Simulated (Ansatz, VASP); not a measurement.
Fe: VASP beside Ansatz

Contents of INCAR:

```
PREC = Accurate
ENCUT = 600
EDIFF = 1E-6
ISMEAR = -1
SIGMA = 0.05
LREAL = F
LASPH = T
NELM = 200
ALGO = Normal
ISIF = 2
LWAVE = F
LCHARG = F
ISPIN = 2
MAGMOM = 1.097 1.097 -1.658 -1.658
LORBIT = 11
LMAXMIX = 4
GGA = RP
NBANDS = 28
GGA_COMPAT = F
```

KPOINTS

```
Automatic mesh
0
Gamma
  19 19 5
```

The input POSCAR:

```
Fe
1.0
    2.4799764167      0.0000000000      0.0000000000
   -1.2399882084      2.1477225776      0.0000000000
    0.0000000000      0.0000000000      8.2141763838
Fe
4
Direct
    0.0000000000      0.0000000000      0.0000000000
    0.0000000000      0.0000000000      0.5000000000
    0.3333333333      0.6666666667      0.2500000000
    0.6666666667      0.3333333333      0.7500000000
```

Input for Ansatz:

```yaml
crystal:
  lattice:
    - [2.4799764167, 0.0, 0.0]
    - [-1.2399882084, 2.1477225776, 0.0]
    - [0.0, 0.0, 8.2141763838]
  atoms:
    - { symbol: Fe, position: [0.0, 0.0, 0.0], spin: 1.097 }
    - { symbol: Fe, position: [0.0, 0.0, 0.5], spin: 1.097 }
    - { symbol: Fe, position: [0.3333333333, 0.6666666667, 0.25], spin: -1.658 }
    - { symbol: Fe, position: [0.6666666667, 0.3333333333, 0.75], spin: -1.658 }
hamiltonian:
  xc: rpbe
  pseudopotentials:
    kind: paw
    azcp:
      Fe: "pseudopotentials/Fe.paw.azcp"
basis:
  ecutwfc: 420
  fft_grid_basis: typed
kpoints:
  mp_grid: { grid: [19, 19, 5], shift: [0, 0, 0] }
magnetization:
  spin_polarized: true
scf:
  occupations: { method: fermi_dirac, width: 0.05 }
```

Alike in both runs: task single point; functional RPBE; k mesh 19 × 19 × 5; occupations fermi-dirac, width 0.05 eV; collinear spin.

|  | VASP | Ansatz |
| --- | --- | --- |
| version | VASP 6.6.1 | Ansatz 0.2.0 |
| potentials or method | VASP PAW PBE potentials, release 64 (Fe), cutoff 600 eV | plane waves (420 eV) with PAW, scalar-relativistic |
| valence electrons in the cell | 32 | 64 |

```tsv
	VASP	Ansatz	Ansatz less VASP
net moment per atom (μB)	0.30	0.30	-0.001
size of the moment on the site where the two differ most (μB)	1.11	1.05	-0.063
```

VASP's potentials were made for PBE, not for RPBE. Site moments also hang on the region over which each program counts them. VASP's potentials hold 32 valence electrons a cell and Ansatz's 64, so a difference there can come from the potentials and not from the codes. Ansatz's warnings: look outside group.
